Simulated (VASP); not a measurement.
# Zr (P6_3/mmc) in VASP: a series of runs

Zr is run at these levels: PBE; tasks: single point.

All numbers are computed with VASP 6.6.1; they aren't measurements. Logs are shortened: lines on timing, memory, paths and dates and some standing lists are left out, and cuts for length are marked.

### Step 1. The cell of the first run

The structure is hexagonal, space group P6_3/mmc (No. 194). The conventional cell has a = 3.120 Å, b = 3.120 Å, c = 4.969 Å, α = 90.00°, β = 90.00°, γ = 120.00°. Zr (site symmetry -6m2) has 12 Zr at 3.07 to 3.12 Å within 4.0 Å.

### Step 2. Single point, PBE

INCAR reads:

```
SYSTEM = Zr
PREC = Accurate
ENCUT = 520
EDIFF = 1E-6
ISMEAR = -1
SIGMA = 0.15
LREAL = .False.
LASPH = .True.
NELM = 60
ALGO = Normal
ISIF = 2
LWAVE = .False.
LCHARG = .False.
GGA = PE
NBANDS = 19
```

KPOINTS reads:

```
regular mesh
0
Gamma
  10 10 5
  0 0 0
```

POSCAR reads:

```
Zr
1.0
    3.1204616910      0.0000000000      0.0000000000
   -1.5602308455      2.7023989946      0.0000000000
    0.0000000000      0.0000000000      4.9693738626
Zr
2
Direct
    0.3333333333      0.6666666667      0.2500000000
    0.6666666667      0.3333333333      0.7500000000
```

Potentials or basis: VASP PAW PBE potentials, release 64 (Zr_sv).

Command:

```sh
$ cat potpaw_PBE.64/Zr_sv/POTCAR > POTCAR
$ mpirun -np 1 vasp_std > vasp.out
```

OUTCAR:

```text
SYSTEM = Zr
   PREC = Accurate
   ENCUT = 520
   EDIFF = 1E-6
   ISMEAR = -1
   LREAL = .False.
   LASPH = .True.
   NELM = 60
   ISIF = 2
   GGA = PE

 ion  position               nearest neighbor table
   1  0.333  0.667  0.250-   2 3.07   2 3.07   2 3.07   2 3.07   2 3.07   2 3.07
   2  0.667  0.333  0.750-   1 3.07   1 3.07   1 3.07   1 3.07   1 3.07   1 3.07

  LATTYP: Found a hexagonal cell.
 ALAT       =     3.1204616910
 C/A-ratio  =     1.5925123763

  Lattice vectors:

 A1 = (   3.1204616910,   0.0000000000,   0.0000000000)
 A2 = (  -1.5602308455,   2.7023989946,   0.0000000000)
 A3 = (   0.0000000000,   0.0000000000,   4.9693738626)

Analysis of symmetry for initial positions (statically):
=====================================================================
 Subroutine PRICEL returns:
 Original cell was already a primitive cell.

 Routine SETGRP: Setting up the symmetry group for a
 hexagonal supercell.

 Subroutine GETGRP returns: Found 24 space group operations
 (whereof 12 operations were pure point group operations)
 out of a pool of 24 trial point group operations.

The static configuration has the point symmetry D_3d.
 The point group associated with its full space group is D_6h.

Analysis of symmetry for dynamics (positions and initial velocities):
=====================================================================
 Subroutine PRICEL returns:
 Original cell was already a primitive cell.

 Routine SETGRP: Setting up the symmetry group for a
 hexagonal supercell.

 Subroutine GETGRP returns: Found 24 space group operations
 (whereof 12 operations were pure point group operations)
 out of a pool of 24 trial point group operations.

The dynamic configuration has the point symmetry D_3d.
 The point group associated with its full space group is D_6h.

 Subroutine INISYM returns: Found 24 space group operations
 (whereof 12 operations are pure point group operations),
 and found     1 'primitive' translations

----------------------------------------------------------------------------------------

                                     Primitive cell

  volume of cell :      41.9054

  direct lattice vectors                    reciprocal lattice vectors
     3.120461691  0.000000000  0.000000000     0.320465399  0.185020791  0.000000000
    -1.560230846  2.702398995  0.000000000     0.000000000  0.370041582  0.000000000
     0.000000000  0.000000000  4.969373863     0.000000000  0.000000000  0.201232595

  length of vectors
     3.120461691  3.120461603  4.969373863     0.370041572  0.370041582  0.201232595

  position of ions in fractional coordinates (direct lattice)
     0.333333333  0.666666667  0.250000000
     0.666666667  0.333333333  0.750000000

  ion indices of the primitive-cell ions
   primitive index   ion index
                 1           1
                 2           2

----------------------------------------------------------------------------------------

 KPOINTS: regular mesh

Automatic generation of k-mesh.
 Grid dimensions read from file:
 generate k-points for:   10   10    5

 Generating k-lattice:

  Cartesian coordinates                     Fractional coordinates (reciprocal lattice)
     0.032046540  0.018502079  0.000000000     0.100000000  0.000000000  0.000000000
     0.000000000  0.037004158  0.000000000     0.000000000  0.100000000  0.000000000
     0.000000000  0.000000000  0.040246519     0.000000000  0.000000000  0.200000000

  Length of vectors
     0.037004157  0.037004158  0.040246519

  Shift w.r.t. Gamma in fractional coordinates (k-lattice)
     0.000000000  0.000000000  0.000000000

 Subroutine IBZKPT returns following result:
 ===========================================

 Found     42 irreducible k-points:

 Following reciprocal coordinates:
            Coordinates               Weight
  0.000000  0.000000  0.000000      1.000000
  0.100000  0.000000  0.000000      6.000000
  0.200000  0.000000  0.000000      6.000000
  0.300000  0.000000  0.000000      6.000000
  0.400000 -0.000000  0.000000      6.000000
  0.500000  0.000000  0.000000      3.000000
[... 16 lines left out ...]
  0.300000  0.100000  0.200000     24.000000
  0.400000  0.100000  0.200000     24.000000
 [... further k-points ...]
   k-points           NKPTS =     42   k-points in BZ     NKDIM =     42   number of bands    NBANDS=     19
   number of dos      NEDOS =    301   number of ions     NIONS =      2
   total plane-waves  NPLWV =  23040
   dimension x,y,z NGX =    24 NGY =   24 NGZ =   40
   dimension x,y,z NGXF=    48 NGYF=   48 NGZF=   80
   ions per type =               2
   NGX,Y,Z   is equivalent  to a cutoff of  12.79, 12.79, 13.38 a.u.
   NGXF,Y,Z  is equivalent  to a cutoff of  25.57, 25.57, 26.76 a.u.
 SYSTEM =  Zr
   PREC   = accura    normal or accurate (medium, high low for compatibility)
   ISTART =      0    job   : 0-new  1-cont  2-samecut
   ICHARG =      2    charge: 1-file 2-atom 10-const
   ISPIN  =      1    spin polarized calculation?
   LNONCOLLINEAR =      F non collinear calculations
   LSORBIT =      F    spin-orbit coupling
   LASPH  =      T    aspherical Exc in radial PAW
   ENCUT  =  520.0 eV  38.22 Ry    6.18 a.u.   5.80  5.80  9.24*2*pi/ulx,y,z
   NELM   =     60;   NELMIN=  2; NELMDL= -5     # of ELM steps
   EDIFF  = 0.1E-05   stopping-criterion for ELM
   LREAL  =      F    real-space projection
   EDIFFG = 0.1E-04   stopping-criterion for IOM
   NSW    =      0    number of steps for IOM
   IBRION =     -1    ionic relax: 0-MD 1-quasi-New 2-CG
   NFREE  =      0    steps in history (QN), initial steepest desc. (CG)
   ISIF   =      2    stress and relaxation
   ISYM   =      2    0-nonsym 1-usesym 2-fastsym
   POTIM  = 0.5000    time-step for ionic-motion
   TEBEG  =    0.0;   TEEND  =   0.0 temperature during run
   PSTRESS=    0.0 pullay stress
   NELECT =      24.0000    total number of electrons
   NUPDOWN=      -1.0000    fix difference up-down
   EMIN   =  10.00;   EMAX   =-10.00  energy-range for DOS
   EFERMI =   0.00;   METHOD = LEGACY
   ISMEAR =    -1;   SIGMA  =   0.15  broadening in eV -4-tet -1-fermi 0-gaus
   EFERMI_NEDOS =   21; number of points for ismear=-14 and -15
   IALGO  =     38    algorithm
   IMIX   =      4    mixing-type and parameters
     AMIX     =   0.40;   BMIX     =  1.00
     AMIX_MAG =   1.60;   BMIX_MAG =  1.00
  volume/ion in A,a.u.               =      20.95       141.40
  Fermi-wavevector in a.u.,A,eV,Ry     =   1.359529  2.569138 25.147920  1.848320
  Thomas-Fermi vector in A             =   2.486269
   LORBIT       =      0    0 simple, 1 ext, 2 COOP (PROOUT), +10 PAW based schemes
   GGA     = PE    functional components
   LHFCALC =     F    Hartree Fock is set to
   AEXX    =    0.0000 exact exchange contribution
   IVDW    =     0    specifies the selected vdW correction
   LEPSILON=     F    determine dielectric tensor
   LRPA    =     F    only Hartree local field effects (RPA)
 non-spin polarized calculation
  energy-cutoff  :      520.00
  volume of cell :       41.91
 maximum number of plane-waves:      1142
 NGX is ok and might be reduce to    24
   NGX = 11   NGY = 11   NGZ = 19

 number of electron      24.0000000 magnetization

 Free energy of the ion-electron system (eV)
  ---------------------------------------------------
  ext. energy  EPLUGINS =         0.00000000
  ---------------------------------------------------
  free energy    TOTEN  =       -16.93823718 eV

  energy without entropy =      -16.78961395  energy(sigma->0) =      -16.86392557

 E-fermi :  10.1586     XC(G=0): -11.5690

 val. band max:       10.0131451154   @ k =   0.3000   0.2000   0.4000
 cond. band min:      10.1857359870   @ k =   0.3000   0.3000   0.4000
 fundamental gap:      0.1725908716
 Fermi energy:        10.1586081082

 k-point     1 :       0.0000    0.0000    0.0000
  band No.  band energies     occupation
      1     -38.4288      2.00000
      2     -38.1909      2.00000
      3     -17.1563      2.00000
      4     -15.9652      2.00000
      5     -15.9652      2.00000
      6     -15.7723      2.00000
[... 11 lines left out ...]
     18      12.5547      0.00000
     19      15.1673      0.00000

 k-point     2 :       0.1000    0.0000    0.0000
  band No.  band energies     occupation
      1     -38.4115      2.00000
      2     -38.1837      2.00000
      3     -17.1144      2.00000
      4     -16.0603      2.00000
      5     -15.9960      2.00000
      6     -15.8703      2.00000
[... 11 lines left out ...]
     18      12.2821      0.00000
     19      15.3786      0.00000

 k-point     3 :       0.2000    0.0000    0.0000
  band No.  band energies     occupation
      1     -38.3647      2.00000
      2     -38.1661      2.00000
      3     -16.9963      2.00000
      4     -16.3079      2.00000
      5     -16.1154      2.00000
      6     -16.0726      2.00000
[... 11 lines left out ...]
     18      12.9595      0.00000
     19      15.7582      0.00000

 k-point     4 :       0.3000    0.0000    0.0000
  band No.  band energies     occupation
      1     -38.3024      2.00000
      2     -38.1480      2.00000
      3     -16.8259      2.00000
      4     -16.6104      2.00000
      5     -16.3992      2.00000
      6     -16.1614      2.00000
[... 11 lines left out ...]
     18      14.1459      0.00000
     19      16.0431      0.00000

 k-point     5 :       0.4000   -0.0000    0.0000
  band No.  band energies     occupation
      1     -38.2449      2.00000
      2     -38.1400      2.00000
      3     -16.8508      2.00000
      4     -16.6470      2.00000
      5     -16.6167      2.00000
      6     -16.2301      2.00000
[... 11 lines left out ...]
     18      15.4433      0.00000
     19      16.1880      0.00000
[... 334 lines left out ...]
      2     -38.1916      2.00000
      3     -16.9440      2.00000
      4     -16.1694      2.00000
      5     -16.1653      2.00000
      6     -16.0191      2.00000
[... 11 lines left out ...]
     18      13.1341      0.00000
     19      15.5137      0.00000

 k-point    22 :       0.2000    0.1000    0.2000
  band No.  band energies     occupation
      1     -38.3086      2.00000
      2     -38.1701      2.00000
      3     -16.8646      2.00000
      4     -16.4372      2.00000
      5     -16.3443      2.00000
      6     -16.1191      2.00000
[... 11 lines left out ...]
     18      13.9146      0.00000
     19      15.6345      0.00000

 k-point    23 :       0.3000    0.1000    0.2000
  band No.  band energies     occupation
      1     -38.2523      2.00000
      2     -38.1531      2.00000
      3     -16.8716      2.00000
      4     -16.6575      2.00000
      5     -16.4472      2.00000
      6     -16.2148      2.00000
[... 11 lines left out ...]
     18      14.8487      0.00000
     19      16.0257      0.00000

 k-point    24 :       0.4000    0.1000    0.2000
  band No.  band energies     occupation
      1     -38.2115      2.00000
      2     -38.1482      2.00000
      3     -16.9686      2.00000
      4     -16.7659      2.00000
      5     -16.4279      2.00000
      6     -16.2487      2.00000
[... 11 lines left out ...]
     18      15.8598      0.00000
     19      16.8040      0.00000

 [... further k-points ...]

------------------------ aborting loop because EDIFF is reached ----------------------------------------

  FORCE on cell =-STRESS in cart. coord.  units (eV):
  Direction    XX          YY          ZZ          XY          YZ          ZX
  --------------------------------------------------------------------------------------
  -------------------------------------------------------------------------------------
  Total        3.0444025      3.0444023      3.6669672      0.0000000     -0.0000000     -0.0000000
  in kB      116.3972329    116.3972242    140.1998700      0.0000000     -0.0000000     -0.0000000
  external PRESSURE =     124.3314424 kB  Pullay stress =       0.0000000 kB

 VOLUME and BASIS-vectors are now :
 -----------------------------------------------------------------------------
  energy-cutoff  :      520.00
  volume of cell :       41.91
      direct lattice vectors                 reciprocal lattice vectors
     3.120461691  0.000000000  0.000000000     0.320465399  0.185020791  0.000000000
    -1.560230846  2.702398995  0.000000000     0.000000000  0.370041582  0.000000000
     0.000000000  0.000000000  4.969373863     0.000000000  0.000000000  0.201232595

 POSITION                                       TOTAL-FORCE (eV/Angst)
 -----------------------------------------------------------------------------------
     -0.00000      1.80160      1.24234        -0.000000      0.000000      0.000000
      1.56023      0.90080      3.72703         0.000000     -0.000000      0.000000
 -----------------------------------------------------------------------------------
    total drift:                               -0.000000      0.000000     -0.000000

  FREE ENERGIE OF THE ION-ELECTRON SYSTEM (eV)
  ---------------------------------------------------
  free  energy   TOTEN  =       -16.9382371777 eV

  energy  without entropy=      -16.7896139528  energy(sigma->0) =      -16.86392557
```

Wall time 29 s (1 thread of Intel Xeon Platinum 8259CL at 2.50GHz (Skylake/Cascade Lake), shared host); peak memory 0.17 GiB.

Results:

```yaml
Free_energy: -16.9382 eV
Pressure: 12.4 GPa
Band_gap_on_the_k_mesh: zero (band 12 reaches 11.14 eV, above the bottom of band 13 at 9.95 eV)
```

Levels at points of the mesh, in eV from the Fermi level:
| k point | band 9 | band 10 | band 11 | band 12 | band 13 | band 14 | band 15 | band 16 |
| --- | --- | --- | --- | --- | --- | --- | --- | --- |
| (0.00, 0.00, 0.00) | -5.75 | -3.27 | 0.93 | 0.93 | 1.12 | 1.70 | 1.73 | 1.73 |
| (0.50, 0.00, 0.00) | -2.91 | -2.59 | -2.40 | 0.11 | 0.56 | 0.98 | 1.73 | 5.58 |

(Continued in part 2 of 2.)
